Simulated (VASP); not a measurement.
# Al8H in VASP: a series of runs

Al8H is run at these levels: PBE; tasks: single point.

Program: VASP 6.6.1. These are calculated values, not measurements. Logs are shortened: lines on timing, memory, paths and dates and some standing lists are left out, and cuts for length are marked.

**1. The cell of the first run**

The cell holds a slab with vacuum, 18 atoms: a = 5.714 Å, b = 8.081 Å, c = 22.244 Å, α = 90.00°, β = 90.00°, γ = 90.00°.

**2. Single point, PBE**

INCAR reads:

```
SYSTEM = Al8H
  PREC = Accurate
  ENCUT = 520
  EDIFF = 1E-6
  ISMEAR = 0
  SIGMA = 0.1
  LREAL = Auto
  LASPH = .TRUE.
  NELM = 100
  ALGO = Normal
  ISIF = 2
  LWAVE = .FALSE.
  LCHARG = .FALSE.
  LDIPOL = .TRUE.
  IDIPOL = 3
  DIPOL = 0.5 0.5 0.295
  GGA = PE
  NBANDS = 40
```

KPOINTS reads:

```
Automatic mesh
0
G
  5 4 1
  0 0 0
```

POSCAR reads:

```
Al8H
1.0
    5.7143028096      0.0000000000      0.0000000000
    0.0000000000      8.0812445328      0.0000000000
    0.0000000000      0.0000000000     22.2437981863
Al H
16 2
Direct
    0.2500000000      0.2500000000      0.1798254042
    0.2500000000      0.7500000000      0.1798254042
    0.7500000000      0.2500000000      0.1798254042
    0.7500000000      0.7500000000      0.1798254042
    0.0000000000      0.0000000000      0.2440489550
    0.0000000000      0.5000000000      0.2440489550
    0.5000000000      0.0000000000      0.2440489550
    0.5000000000      0.5000000000      0.2440489550
    0.2500000000      0.2500000000      0.3102692916
    0.2500000000      0.7500000000      0.3102692916
    0.7500000000      0.2500000000      0.3102692916
    0.7500000000      0.7500000000      0.3102692916
    0.0000000000      0.0000000000      0.3706110853
    0.0000000000      0.5000000000      0.3706110853
    0.5000000000      0.0000000000      0.3706110853
    0.5000000000      0.5000000000      0.3706110853
    0.7500000000     -0.1639598944      0.4483855726
    0.7500000000      0.1639598944      0.4483855726
```

Potentials or basis: VASP PAW PBE potentials, release 64 (Al, H).

Started as:

```bash
$ cat potpaw_PBE.64/Al/POTCAR potpaw_PBE.64/H/POTCAR > POTCAR
$ mpirun -np 1 vasp_std > vasp.out
```

OUTCAR:

```text
SYSTEM = Al8H
   PREC = Accurate
   ENCUT = 520
   EDIFF = 1E-6
   ISMEAR = 0
   LREAL = Auto
   LASPH = .TRUE.
   NELM = 100
   ISIF = 2
   GGA = PE

 ion  position               nearest neighbor table
   1  0.250  0.250  0.180-   3 2.86   3 2.86   6 2.86   7 2.86   8 2.86   5 2.86   9 2.90
   2  0.250  0.750  0.180-   4 2.86   4 2.86   6 2.86   7 2.86   8 2.86   5 2.86  10 2.90
   3  0.750  0.250  0.180-   1 2.86   1 2.86   6 2.86   7 2.86   8 2.86   5 2.86  11 2.90
   4  0.750  0.750  0.180-   2 2.86   2 2.86   6 2.86   7 2.86   8 2.86   5 2.86  12 2.90
   5  0.000  0.000  0.244-  13 2.82   7 2.86   7 2.86   4 2.86   1 2.86   2 2.86   3 2.86  11 2.88
                            12 2.88   9 2.88  10 2.88
   6  0.000  0.500  0.244-  14 2.82   8 2.86   8 2.86   4 2.86   1 2.86   2 2.86   3 2.86  11 2.88
                            12 2.88   9 2.88  10 2.88
   7  0.500  0.000  0.244-  15 2.82   5 2.86   5 2.86   4 2.86   1 2.86   2 2.86   3 2.86  11 2.88
                            12 2.88   9 2.88  10 2.88
   8  0.500  0.500  0.244-  16 2.82   6 2.86   6 2.86   4 2.86   1 2.86   2 2.86   3 2.86  11 2.88
                            12 2.88   9 2.88  10 2.88
   9  0.250  0.250  0.310-  13 2.81  14 2.81  15 2.81  16 2.81  11 2.86  11 2.86   7 2.88   8 2.88
                             5 2.88   6 2.88   1 2.90
  10  0.250  0.750  0.310-  13 2.81  14 2.81  15 2.81  16 2.81  12 2.86  12 2.86   7 2.88   8 2.88
                             5 2.88   6 2.88   2 2.90
  11  0.750  0.250  0.310-  13 2.81  14 2.81  15 2.81  16 2.81   9 2.86   9 2.86   7 2.88   8 2.88
                             5 2.88   6 2.88   3 2.90
  12  0.750  0.750  0.310-  13 2.81  14 2.81  15 2.81  16 2.81  10 2.86  10 2.86   7 2.88   8 2.88
                             5 2.88   6 2.88   4 2.90
  13  0.000  0.000  0.371-   9 2.81  10 2.81  11 2.81  12 2.81   5 2.82  15 2.86  15 2.86
  14  0.000  0.500  0.371-   9 2.81  10 2.81  11 2.81  12 2.81   6 2.82  16 2.86  16 2.86
  15  0.500  0.000  0.371-   9 2.81  10 2.81  11 2.81  12 2.81   7 2.82  13 2.86  13 2.86
  16  0.500  0.500  0.371-   9 2.81  10 2.81  11 2.81  12 2.81   8 2.82  14 2.86  14 2.86
  17  0.750  0.836  0.448-
  18  0.750  0.164  0.448-

  LATTYP: Found a simple orthorhombic cell.
 ALAT       =     5.7143028096
 B/A-ratio  =     1.4142135624
 C/A-ratio  =     3.8926530370

  Lattice vectors:

 A1 = (   5.7143028096,   0.0000000000,   0.0000000000)
 A2 = (   0.0000000000,   8.0812445328,   0.0000000000)
 A3 = (   0.0000000000,   0.0000000000,  22.2437981863)

Analysis of symmetry for initial positions (statically):
=====================================================================
 Subroutine PRICEL returns:
 Original cell was already a primitive cell.

 Routine SETGRP: Setting up the symmetry group for a
 simple orthorhombic supercell.

 Subroutine GETGRP returns: Found  4 space group operations
 (whereof  2 operations were pure point group operations)
[... 154 lines left out ...]
     AMIX_MAG =   1.60;   BMIX_MAG =  1.00
  volume/ion in A,a.u.               =      57.07       385.10
  Fermi-wavevector in a.u.,A,eV,Ry     =   0.597743  1.129571  4.861321  0.357297
  Thomas-Fermi vector in A             =   1.648585
   LORBIT       =      0    0 simple, 1 ext, 2 COOP (PROOUT), +10 PAW based schemes
   GGA     = PE    functional components
   LHFCALC =     F    Hartree Fock is set to
   AEXX    =    0.0000 exact exchange contribution
   IVDW    =     0    specifies the selected vdW correction
   LEPSILON=     F    determine dielectric tensor
   LRPA    =     F    only Hartree local field effects (RPA)
 non-spin polarized calculation
 Gauss-broadening in eV      SIGMA  =   0.10
  energy-cutoff  :      520.00
  volume of cell :     1027.19
 maximum number of plane-waves:     27706
   NGX = 21   NGY = 31   NGZ = 83

 dipolmoment           0.000000      0.000000     -0.181581 electrons x Angstroem

 number of electron      49.9999999 magnetization

 dipolmoment           0.000000      0.000000      0.284963 electrons x Angstroem

 Free energy of the ion-electron system (eV)
  ---------------------------------------------------
  ext. energy  EPLUGINS =         0.00000000
  ---------------------------------------------------
  free energy    TOTEN  =       -58.20937926 eV

  energy without entropy =      -58.14841822  energy(sigma->0) =      -58.17889874

 E-fermi :  -1.2660     XC(G=0):  -3.6760

 val. band max:       -1.2725354844   @ k =   0.4000   0.5000   0.0000
 cond. band min:      -1.2590702497   @ k =   0.2000   0.2500   0.0000
 fundamental gap:      0.0134652347
 Fermi energy:        -1.2660223827

 k-point     1 :       0.0000    0.0000    0.0000
  band No.  band energies     occupation
      1     -11.4913      2.00000
      2      -9.3257      2.00000
      3      -9.2279      2.00000
      4      -9.0648      2.00000
      5      -7.0779      2.00000
      6      -7.0399      2.00000
[... 349 lines left out ...]
     36       1.4443      0.00000
     37       1.7928      0.00000
 [bands above 37 left out]

------------------------ aborting loop because EDIFF is reached ----------------------------------------

 vacuum level on the upper side and lower side of the slab       (xc-potential included)         0.470        -0.610

  FORCE on cell =-STRESS in cart. coord.  units (eV):
  Direction    XX          YY          ZZ          XY          YZ          ZX
  --------------------------------------------------------------------------------------
  -------------------------------------------------------------------------------------
  Total      -14.5014374     -3.9535142     -5.6425297      0.0000000      0.0000000      0.0000000
  in kB      -22.6188848     -6.1665668     -8.8010400      0.0000000      0.0000000      0.0000000
  external PRESSURE =     -12.5288305 kB  Pullay stress =       0.0000000 kB

 VOLUME and BASIS-vectors are now :
 -----------------------------------------------------------------------------
  energy-cutoff  :      520.00
  volume of cell :     1027.19
      direct lattice vectors                 reciprocal lattice vectors
     5.714302810  0.000000000  0.000000000     0.174999476  0.000000000  0.000000000
     0.000000000  8.081244533  0.000000000     0.000000000  0.123743317  0.000000000
     0.000000000  0.000000000 22.243798186     0.000000000  0.000000000  0.044956351

 POSITION                                       TOTAL-FORCE (eV/Angst)
 -----------------------------------------------------------------------------------
      1.42858      2.02031      4.00000        -0.000000     -0.018875      0.307687
      1.42858      6.06093      4.00000        -0.000000      0.018875      0.307687
      4.28573      2.02031      4.00000        -0.000000     -0.020210      0.196115
      4.28573      6.06093      4.00000        -0.000000      0.020210      0.196115
      0.00000      0.00000      5.42858         0.180503      0.000000     -0.304886
      0.00000      4.04062      5.42858         0.053185      0.000000     -0.286282
[... 10 lines left out ...]
      4.28573      6.75624      9.97380        -0.000000      0.298301     -1.305229
      4.28573      1.32500      9.97380        -0.000000     -0.298301     -1.305229
 -----------------------------------------------------------------------------------
    total drift:                               -0.000000      0.000000     -0.014591

  FREE ENERGIE OF THE ION-ELECTRON SYSTEM (eV)
  ---------------------------------------------------
  free  energy   TOTEN  =       -58.2093792631 eV

  energy  without entropy=      -58.1484182228  energy(sigma->0) =      -58.17889874

 vacuum level on the upper side and lower side of the slab         3.856         2.750
```

OSZICAR:

```text
N       E                     dE             d eps       ncg     rms          rms(c)
DAV:   1     0.182656342647E+03    0.18266E+03   -0.13840E+04   720   0.846E+02
DAV:   2    -0.465559549558E+02   -0.22921E+03   -0.21816E+03  1032   0.146E+02
DAV:   3    -0.604891710652E+02   -0.13933E+02   -0.13415E+02   864   0.360E+01
DAV:   4    -0.611243766822E+02   -0.63521E+00   -0.63386E+00  1192   0.923E+00
[... 17 lines left out ...]
DAV:  22    -0.582093664183E+02   -0.18745E-04   -0.89848E-07   696   0.255E-03    0.691E-04
DAV:  23    -0.582093731421E+02   -0.67239E-05   -0.30612E-07   648   0.180E-03    0.362E-04
DAV:  24    -0.582093773733E+02   -0.42311E-05   -0.24457E-07   624   0.136E-03    0.322E-04
DAV:  25    -0.582093788445E+02   -0.14712E-05   -0.80746E-08   608   0.870E-04    0.201E-04
DAV:  26    -0.582093792631E+02   -0.41864E-06   -0.20916E-08   552   0.628E-04
   1 F= -.58209379E+02 E0= -.58178899E+02  d E =-.609610E-01
```

stdout:

```text
POSCAR found type information on POSCAR AlH
 POSCAR found :  2 types and      18 ions
 scaLAPACK will be used
 LDA part: xc-table for (Slater+PW92), standard interpolation
 POSCAR, INCAR and KPOINTS ok, starting setup
 FFT: planning ... GRIDC
 FFT: planning ... GRID_SOFT
 FFT: planning ... GRID
 WAVECAR not read
 entering main loop
```

Run time: 8.1 min. Hardware: 1 thread of Intel Xeon 6975P-C (Granite Rapids), shared host; peak memory 0.9 GiB.

What came out:

```yaml
Free_energy: -58.2094 eV
Largest_force: 1.339 eV/Å
Band_gap_on_the_k_mesh: zero (bands 25 and 26 overlap by 0.46 eV)
```

Forces in eV/Å, atoms in the order of the input:
```
Al   0.000 -0.019  0.308
Al   0.000  0.019  0.308
Al   0.000 -0.020  0.196
Al   0.000  0.020  0.196
Al   0.181  0.000 -0.305
Al   0.053  0.000 -0.286
Al  -0.181  0.000 -0.305
Al  -0.053  0.000 -0.286
Al   0.000  0.019  0.000
Al   0.000 -0.019  0.000
Al   0.000  0.053  0.057
Al   0.000 -0.053  0.057
Al  -0.395  0.000  1.205
Al  -0.074  0.000  0.131
Al   0.395  0.000  1.205
Al   0.074  0.000  0.131
H    0.000  0.298 -1.305
H    0.000 -0.298 -1.305
```

**3. Single point, PBE**

INCAR reads:

```
ALGO     = Normal         # electronic algorithm
DIPOL    = 0.5 0.5 0.291
EDIFF    = 1E-6           # SCF threshold, eV
ENCUT    = 520            # plane-wave cutoff, eV
GGA      = PE             # functional
IDIPOL   = 3            
ISIF     = 2              # what is computed and relaxed
ISMEAR   = 0              # smearing method
LASPH    = True           # aspherical terms in the spheres
LCHARG   = False          # write CHGCAR
LDIPOL   = True         
LREAL    = Auto         
LWAVE    = False          # write WAVECAR
NBANDS   = 40             # bands
NELM     = 100            # most SCF steps
PREC     = Accurate       # precision mode
SIGMA    = 0.1            # smearing width, eV
```

KPOINTS reads:

```
k-points
0
Gamma
  5 4 1
```

POSCAR, as its differences from that of step 2:

```diff
@@ -24,3 +24,3 @@
     0.5000000000      0.5000000000      0.3706110853
-    0.7500000000     -0.1639598944      0.4483855726
-    0.7500000000      0.1639598944      0.4483855726
+    0.7500000000     -0.0464037437      0.4052274756
+    0.7500000000      0.0464037437      0.4052274756
```

Potentials or basis: VASP PAW PBE potentials, release 64 (Al, H).

Started as:

```bash
$ cat potpaw_PBE.64/Al/POTCAR potpaw_PBE.64/H/POTCAR > POTCAR
$ mpirun -np 1 vasp_std > vasp.out
```

It took 9.7 min on 1 thread of Intel Xeon 6975P-C (Granite Rapids), shared host; peak memory 0.89 GiB.

Results (log left out):

```
Free energy            : -58.4166 eV
Largest force          : 4.668 eV/Å
Band gap on the k mesh : zero (bands 25 and 26 overlap by 0.61 eV)
```

Forces on the atoms (eV/Å):
```
Al   0.000  0.004  0.260
Al   0.000 -0.004  0.260
Al   0.000 -0.044  0.262
Al   0.000  0.044  0.262
Al   0.197  0.000 -0.234
Al   0.131  0.000 -0.233
Al  -0.197  0.000 -0.234
Al  -0.131  0.000 -0.233
Al   0.000  0.087 -0.100
Al   0.000 -0.087 -0.100
Al   0.000 -0.090  0.190
Al   0.000  0.090  0.190
Al   3.232  0.000 -1.702
Al  -0.036  0.000  0.008
Al  -3.232  0.000 -1.702
Al   0.036  0.000  0.008
H    0.000 -4.403  1.548
H    0.000  4.403  1.548
```

Levels at points of the mesh, in eV from the Fermi level:
| k point | band 21 | band 22 | band 23 | band 24 | band 25 | band 26 | band 27 | band 28 | band 29 | band 30 |
| --- | --- | --- | --- | --- | --- | --- | --- | --- | --- | --- |
| (0.00, 0.00, 0.00) | -1.60 | -1.04 | -0.98 | -0.61 | -0.57 | -0.36 | -0.04 | 0.34 | 0.87 | 1.28 |
| (0.00, 0.50, 0.00) | -0.97 | -0.97 | -0.96 | -0.88 | -0.49 | -0.33 | 0.22 | 0.25 | 0.33 | 1.12 |
